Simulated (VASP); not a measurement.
# TiB2 (Cm) in VASP: a series of runs

TiB2 is run at these levels: PBE; tasks: single point.

All numbers are computed with VASP 6.6.1; they aren't measurements. Logs are shortened: lines on timing, memory, paths and dates and some standing lists are left out, and cuts for length are marked.

## (1) The cell of the first run

Symmetry: Cm, No. 8, monoclinic system. The conventional cell has a = 3.032 Å, b = 5.252 Å, c = 11.174 Å, α = 90.00°, β = 91.55°, γ = 90.00°. Within 3.3 Å of Ti (site symmetry m) lie 6 B at 2.38 Å and 7 Ti at 3.03 to 3.22 Å. Ti (site symmetry m) has 12 B at 2.38 Å and 7 Ti at 3.03 to 3.22 Å within 3.3 Å. Ti (site symmetry m) has 12 B at 2.38 Å and 8 Ti at 3.03 to 3.22 Å within 3.3 Å. Within 2.4 Å of B (site symmetry 1) lie 3 B at 1.75 Å and 3 Ti at 2.38 Å. B (site symmetry 1) has 3 B at 1.75 Å and 6 Ti at 2.38 Å within 2.4 Å. Within 2.4 Å of B (site symmetry 1) lie 3 B at 1.75 Å and 6 Ti at 2.38 Å.

## (2) Single point, PBE

Input file INCAR:

```
PREC = Accurate ; ENCUT = 520
EDIFF = 1E-7 ; ISMEAR = 0
SIGMA = 0.15 ; LREAL = F
LASPH = T ; NELM = 80
ALGO = Normal ; ISIF = 2
LWAVE = F ; LCHARG = F
GGA = PE ; NBANDS = 37
```

Input file KPOINTS:

```
regular mesh
0
Gamma
  15 15 4
```

Input file POSCAR:

```
TiB2
1.0
   -1.5160209380     -2.6258252899      0.0000000000
    1.5160209380     -2.6258252899      0.0000000000
   -0.1516020938     -0.2625825290     11.1702647790
Ti B
3 6
Direct
   -0.0793557573      0.0000000000      0.7935575732
   -0.0216414299      0.0000000000      0.2164142992
   -0.0504985936      0.0000000000      0.5049859362
    0.6594538186      0.6666666667      0.0721284807
    0.6305966549      0.6666666667      0.3607001177
    0.6017394912      0.6666666667      0.6492717547
    0.3261204853      0.3333333333      0.0721284807
    0.2972633216      0.3333333333      0.3607001177
    0.2684061579      0.3333333333      0.6492717547
```

Potentials or basis: VASP PAW PBE potentials, release 64 (Ti_sv, B).

Launch:

```console
cat potpaw_PBE.64/Ti_sv/POTCAR potpaw_PBE.64/B/POTCAR > POTCAR
mpirun -np 1 vasp_std > vasp.out
```

OUTCAR:

```text
PREC = Accurate
   ENCUT = 520
   EDIFF = 1E-7
   ISMEAR = 0
   LREAL = F
   LASPH = T
   NELM = 80
   ISIF = 2
   GGA = PE

 ion  position               nearest neighbor table
   1  0.921  0.000  0.794-   9 2.38   6 2.38   6 2.38   9 2.38   6 2.38   9 2.38
   2  0.978  0.000  0.216-   7 2.38   5 2.38   4 2.38   8 2.38   4 2.38   8 2.38   7 2.38   5 2.38
                             4 2.38   8 2.38   7 2.38   5 2.38
   3  0.950  0.000  0.505-   8 2.38   6 2.38   5 2.38   9 2.38   5 2.38   9 2.38   6 2.38   8 2.38
                             5 2.38   9 2.38   6 2.38   8 2.38
   4  0.659  0.667  0.072-   7 1.75   7 1.75   7 1.75   2 2.38   2 2.38   2 2.38
   5  0.631  0.667  0.361-   8 1.75   8 1.75   8 1.75   2 2.38   3 2.38   3 2.38   2 2.38   3 2.38
                             2 2.38
   6  0.602  0.667  0.649-   9 1.75   9 1.75   9 1.75   3 2.38   1 2.38   1 2.38   3 2.38   1 2.38
                             3 2.38
   7  0.326  0.333  0.072-   4 1.75   4 1.75   4 1.75   2 2.38   2 2.38   2 2.38
   8  0.297  0.333  0.361-   5 1.75   5 1.75   5 1.75   3 2.38   2 2.38   2 2.38   3 2.38   2 2.38
                             3 2.38
   9  0.268  0.333  0.649-   6 1.75   6 1.75   6 1.75   1 2.38   3 2.38   3 2.38   1 2.38   3 2.38
                             1 2.38

  LATTYP: Found a base centered monoclinic cell.
 ALAT       =     3.0320418760
 B/A-ratio  =     1.7320508076
 C/A-ratio  =     3.6854303290
 COS(beta)  =    -0.0271338734

  Lattice vectors:

 A1 = (   3.0320418760,   0.0000000000,   0.0000000000)
 A2 = (  -1.5160209380,   2.6258252899,   0.0000000000)
 A3 = (  -0.1516020938,  -0.2625825290,  11.1702647790)

Analysis of symmetry for initial positions (statically):
=====================================================================
 Subroutine PRICEL returns:
 Original cell was already a primitive cell.

 Routine SETGRP: Setting up the symmetry group for a
 base centered monoclinic supercell.

 Subroutine GETGRP returns: Found  2 space group operations
 (whereof  2 operations were pure point group operations)
 out of a pool of  4 trial point group operations.

The static configuration has the point symmetry C_1h.

Analysis of symmetry for dynamics (positions and initial velocities):
=====================================================================
 Subroutine PRICEL returns:
 Original cell was already a primitive cell.

 Routine SETGRP: Setting up the symmetry group for a
 base centered monoclinic supercell.

 Subroutine GETGRP returns: Found  2 space group operations
 (whereof  2 operations were pure point group operations)
 out of a pool of  4 trial point group operations.

The dynamic configuration has the point symmetry C_1h.

 Subroutine INISYM returns: Found  2 space group operations
 (whereof  2 operations are pure point group operations),
 and found     1 'primitive' translations

----------------------------------------------------------------------------------------

                                     Primitive cell

  volume of cell :      88.9333

  direct lattice vectors                    reciprocal lattice vectors
    -1.516020938 -2.625825290  0.000000000    -0.329810748 -0.190416324 -0.008952339
     1.516020938 -2.625825290  0.000000000     0.329810748 -0.190416324 -0.000000000
    -0.151602094 -0.262582529 11.170264779     0.000000000  0.000000000  0.089523393

  length of vectors
     3.032041876  3.032041876 11.174379088     0.380937857  0.380832649  0.089523393

  position of ions in fractional coordinates (direct lattice)
     0.920644243  1.000000000  0.793557573
     0.978358570  1.000000000  0.216414299
     0.949501406  1.000000000  0.504985936
     0.659453819  0.666666667  0.072128481
     0.630596655  0.666666667  0.360700118
     0.601739491  0.666666667  0.649271755
     0.326120485  0.333333333  0.072128481
     0.297263322  0.333333333  0.360700118
     0.268406158  0.333333333  0.649271755

  ion indices of the primitive-cell ions
   primitive index   ion index
                 1           1
                 2           2
                 3           3
                 4           4
                 5           5
                 6           6
                 7           7
                 8           8
                 9           9

----------------------------------------------------------------------------------------

 KPOINTS: regular mesh

Automatic generation of k-mesh.
 Grid dimensions read from file:
 generate k-points for:   15   15    4

 Generating k-lattice:

  Cartesian coordinates                     Fractional coordinates (reciprocal lattice)
    -0.021987383 -0.012694422 -0.000596823     0.066666667  0.000000000  0.000000000
     0.021987383 -0.012694422 -0.000000000     0.000000000  0.066666667 -0.000000000
     0.000000000  0.000000000  0.022380848     0.000000000  0.000000000  0.250000000

  Length of vectors
     0.025395857  0.025388843  0.022380848

  Shift w.r.t. Gamma in fractional coordinates (k-lattice)
     0.000000000  0.000000000  0.000000000

 Subroutine IBZKPT returns following result:
 ===========================================

 Found    248 irreducible k-points:

 Following reciprocal coordinates:
            Coordinates               Weight
  0.000000  0.000000  0.000000      1.000000
  0.066667  0.000000 -0.000000      4.000000
  0.133333  0.000000 -0.000000      4.000000
  0.200000  0.000000  0.000000      4.000000
  0.266667  0.000000 -0.000000      4.000000
  0.333333  0.000000  0.000000      4.000000
[... 16 lines left out ...]
  0.000000  0.133333 -0.000000      2.000000
  0.266667  0.133333 -0.000000      2.000000
 [... further k-points ...]
   k-points           NKPTS =    248   k-points in BZ     NKDIM =    248   number of bands    NBANDS=     37
   number of dos      NEDOS =    301   number of ions     NIONS =      9
   total plane-waves  NPLWV =  48384
   dimension x,y,z NGX =    24 NGY =   24 NGZ =   84
   dimension x,y,z NGXF=    48 NGYF=   48 NGZF=  168
   ions per type =               3   6
   NGX,Y,Z   is equivalent  to a cutoff of  13.16, 13.16, 12.50 a.u.
   NGXF,Y,Z  is equivalent  to a cutoff of  26.32, 26.32, 24.99 a.u.
 SYSTEM =  unknown system
   PREC   = accura    normal or accurate (medium, high low for compatibility)
   ISTART =      0    job   : 0-new  1-cont  2-samecut
   ICHARG =      2    charge: 1-file 2-atom 10-const
   ISPIN  =      1    spin polarized calculation?
   LNONCOLLINEAR =      F non collinear calculations
   LSORBIT =      F    spin-orbit coupling
   LASPH  =      T    aspherical Exc in radial PAW
   ENCUT  =  520.0 eV  38.22 Ry    6.18 a.u.   5.64  5.64 20.78*2*pi/ulx,y,z
   NELM   =     80;   NELMIN=  2; NELMDL= -5     # of ELM steps
   EDIFF  = 0.1E-06   stopping-criterion for ELM
   LREAL  =      F    real-space projection
   EDIFFG = 0.1E-05   stopping-criterion for IOM
   NSW    =      0    number of steps for IOM
   IBRION =     -1    ionic relax: 0-MD 1-quasi-New 2-CG
   NFREE  =      0    steps in history (QN), initial steepest desc. (CG)
   ISIF   =      2    stress and relaxation
   ISYM   =      2    0-nonsym 1-usesym 2-fastsym
   POTIM  = 0.5000    time-step for ionic-motion
   TEBEG  =    0.0;   TEEND  =   0.0 temperature during run
   PSTRESS=    0.0 pullay stress
   NELECT =      54.0000    total number of electrons
   NUPDOWN=      -1.0000    fix difference up-down
   EMIN   =  10.00;   EMAX   =-10.00  energy-range for DOS
   EFERMI =   0.00;   METHOD = LEGACY
   ISMEAR =     0;   SIGMA  =   0.15  broadening in eV -4-tet -1-fermi 0-gaus
   EFERMI_NEDOS =   21; number of points for ismear=-14 and -15
   IALGO  =     38    algorithm
   IMIX   =      4    mixing-type and parameters
     AMIX     =   0.40;   BMIX     =  1.00
     AMIX_MAG =   1.60;   BMIX_MAG =  1.00
  volume/ion in A,a.u.               =       9.88        66.68
  Fermi-wavevector in a.u.,A,eV,Ry     =   1.386281  2.619691 26.147334  1.921775
  Thomas-Fermi vector in A             =   2.510612
   LORBIT       =      0    0 simple, 1 ext, 2 COOP (PROOUT), +10 PAW based schemes
   GGA     = PE    functional components
   LHFCALC =     F    Hartree Fock is set to
   AEXX    =    0.0000 exact exchange contribution
   IVDW    =     0    specifies the selected vdW correction
   LEPSILON=     F    determine dielectric tensor
   LRPA    =     F    only Hartree local field effects (RPA)
 non-spin polarized calculation
 Gauss-broadening in eV      SIGMA  =   0.15
  energy-cutoff  :      520.00
  volume of cell :       88.93
 maximum number of plane-waves:      2421
   NGX = 11   NGY = 11   NGZ = 41

 number of electron      54.0000001 magnetization

 Free energy of the ion-electron system (eV)
  ---------------------------------------------------
  ext. energy  EPLUGINS =         0.00000000
  ---------------------------------------------------
  free energy    TOTEN  =       -70.29012461 eV

  energy without entropy =      -70.26712062  energy(sigma->0) =      -70.27862262

 E-fermi :   8.1071     XC(G=0): -11.8828

 val. band max:        8.1023531512   @ k =   0.2667   0.4667   0.2500
 cond. band min:       8.1130201903   @ k =  -0.2000   0.2667   0.5000
 fundamental gap:      0.0106670391
 Fermi energy:         8.1070794944

 k-point     1 :       0.0000    0.0000    0.0000
  band No.  band energies     occupation
      1     -49.2279      2.00000
      2     -48.7749      2.00000
      3     -48.6715      2.00000
      4     -25.7031      2.00000
      5     -25.2388      2.00000
      6     -25.2068      2.00000
[... 29 lines left out ...]
     36      10.4612      0.00000
     37      10.4738      0.00000

 k-point     2 :       0.0667    0.0000   -0.0000
  band No.  band energies     occupation
      1     -49.2258      2.00000
      2     -48.7726      2.00000
      3     -48.6692      2.00000
      4     -25.7004      2.00000
      5     -25.2352      2.00000
      6     -25.2224      2.00000
[... 872 lines left out ...]
 k-point    24 :       0.2667    0.1333   -0.0000
  band No.  band energies     occupation
      1     -49.2060      2.00000
      2     -48.7513      2.00000
      3     -48.6481      2.00000
      4     -25.6758      2.00000
      5     -25.3590      2.00000
      6     -25.2511      2.00000
[... 29 lines left out ...]
     36      10.9236      0.00000
     37      10.9619      0.00000

 [... further k-points ...]

------------------------ aborting loop because EDIFF is reached ----------------------------------------

  FORCE on cell =-STRESS in cart. coord.  units (eV):
  Direction    XX          YY          ZZ          XY          YZ          ZX
  --------------------------------------------------------------------------------------
  -------------------------------------------------------------------------------------
  Total       -0.9683088     -0.9379678     -7.4750236      0.0262761      0.2416377      0.1395095
  in kB      -17.4445586    -16.8979493   -134.6662175      0.4733776      4.3532211      2.5133327
  external PRESSURE =     -56.3362418 kB  Pullay stress =       0.0000000 kB

 VOLUME and BASIS-vectors are now :
 -----------------------------------------------------------------------------
  energy-cutoff  :      520.00
  volume of cell :       88.93
      direct lattice vectors                 reciprocal lattice vectors
    -1.516020938 -2.625825290  0.000000000    -0.329810748 -0.190416324 -0.008952339
     1.516020938 -2.625825290  0.000000000     0.329810748 -0.190416324 -0.000000000
    -0.151602094 -0.262582529 11.170264779     0.000000000  0.000000000  0.089523393

 POSITION                                       TOTAL-FORCE (eV/Angst)
 -----------------------------------------------------------------------------------
     -1.51602     -2.62583      8.86425        -0.030609     -0.053017      0.747944
     -1.51602     -2.62583      2.41741         0.007619      0.013197     -1.001127
     -1.51602     -2.62583      5.64083         0.000227      0.000392      0.020474
      0.00000     -3.50110      0.80569         0.022675      0.018912     -0.296525
      0.00000     -3.50110      4.02912        -0.001455     -0.001101      0.024172
      0.00000     -3.50110      7.25254        -0.002326     -0.002434      0.388708
     -0.00000     -1.75055      0.80569         0.005041      0.029093     -0.296525
     -0.00000     -1.75055      4.02912        -0.000225     -0.001811      0.024172
     -0.00000     -1.75055      7.25254        -0.000945     -0.003231      0.388708
 -----------------------------------------------------------------------------------
    total drift:                                0.000098      0.000171      0.000055

  FREE ENERGIE OF THE ION-ELECTRON SYSTEM (eV)
  ---------------------------------------------------
  free  energy   TOTEN  =       -70.2901246131 eV

  energy  without entropy=      -70.2671206193  energy(sigma->0) =      -70.27862262
```

It took 19 min on 1 thread of Intel Xeon Platinum 8488C (Sapphire Rapids), shared host; peak memory 0.67 GiB.

What came out:

```yaml
Free_energy: -70.2901 eV
Pressure: -5.6 GPa
Largest_force: 1.001 eV/Å
Band_gap_on_the_k_mesh: zero (bands 27 and 28 overlap by 0.58 eV)
```

Forces in eV/Å, atoms in the order of the input:
```
Ti  -0.031 -0.053  0.748
Ti   0.008  0.013 -1.001
Ti   0.000  0.000  0.020
B    0.023  0.019 -0.297
B   -0.001 -0.001  0.024
B   -0.002 -0.002  0.389
B    0.005  0.029 -0.297
B    0.000 -0.002  0.024
B   -0.001 -0.003  0.389
```

Stress tensor (GPa, compression positive):
```
 -1.74   0.05   0.25
  0.05  -1.69   0.44
  0.25   0.44 -13.47
```

Levels at points of the mesh, in eV from the Fermi level:
| k point | band 25 | band 26 | band 27 | band 28 | band 29 | band 30 |
| --- | --- | --- | --- | --- | --- | --- |
| (0.00, 0.00, 0.00) | -0.28 | 0.13 | 0.17 | 0.17 | 0.93 | 0.93 |
| (0.00, 0.00, 0.50) | -0.24 | -0.06 | 0.16 | 0.16 | 0.95 | 0.96 |

Caveat: the cell stands under tension; forces of over 1 eV/Å act on the atoms, so gaps and moduli don't describe the material at rest.

[end of part 1 of 2]
